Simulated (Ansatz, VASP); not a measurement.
# One calculation of Zr2PdC2, two programs

INCAR

```
SYSTEM = Zr2PdC2
  PREC = Accurate
  ENCUT = 520
  EDIFF = 1E-6
  ISMEAR = 0
  SIGMA = 0.1
  LREAL = .False.
  LASPH = .True.
  NELM = 100
  ALGO = Normal
  ISIF = 2
  LWAVE = .False.
  LCHARG = .False.
  GGA = PE
  NBANDS = 29
```

The input KPOINTS:

```
Automatic mesh
0
Gamma
  8 8 8
  0 0 0
```

Contents of POSCAR:

```
Zr2PdC2
1.0
   -1.8404468159      1.8404468159      4.5218078446
    1.8404468159     -1.8404468159      4.5218078446
    1.8404468159      1.8404468159     -4.5218078446
Zr Pd C
2 1 2
Direct
    0.7500000000      0.2500000000      0.5000000000
    0.2500000000      0.7500000000      0.5000000000
    0.0000000000      0.0000000000      0.0000000000
    0.3880000000      0.3880000000      0.0000000000
    0.6120000000      0.6120000000      0.0000000000
```

Input for Ansatz:

```yaml
crystal:
  lattice:
    - [-1.8404468159, 1.8404468159, 4.5218078446]
    - [1.8404468159, -1.8404468159, 4.5218078446]
    - [1.8404468159, 1.8404468159, -4.5218078446]
  atoms:
    - { symbol: Zr, position: [0.75, 0.25, 0.5] }
    - { symbol: Zr, position: [0.25, 0.75, 0.5] }
    - { symbol: Pd, position: [0.0, 0.0, 0.0] }
    - { symbol: C, position: [0.388, 0.388, 0.0] }
    - { symbol: C, position: [0.612, 0.612, 0.0] }
basis:
  ecutwfc: 420
kpoints:
  mp_grid: { grid: [8, 8, 8] }
hamiltonian:
  xc: pbe
scf:
  occupations: { method: gaussian, width: 0.1 }
  lower_state_search: "off"
output:
  forces: true
  stress: true
  eigenvalues: true
```

Alike in both runs: task single point; functional PBE; k mesh 8 × 8 × 8; occupations gaussian, width 0.1 eV; no spin polarisation.

|  | VASP | Ansatz |
| --- | --- | --- |
| version | VASP 6.6.1 | Ansatz 0.2.0 |
| potentials or method | VASP PAW PBE potentials, release 64 (Zr_sv, Pd, C), cutoff 520 eV | scalar-relativistic, plane waves, PAW |
| valence electrons in the cell | 42 | 50 |

|  | VASP | Ansatz | Ansatz less VASP |
| --- | --- | --- | --- |
| gap on the k mesh at the Fermi level (eV) | none | none | - |
| rms of the force components (eV/Å) | 0.827 | 0.822 | -0.0057 |

Atom by atom the forces differ by 0.006 eV/Å (rms over components). A gap of «none» marks a metal or a gap that the smearing closes. VASP's potentials hold 42 valence electrons a cell and Ansatz's 50, so a difference there can come from the potentials and not from the codes.
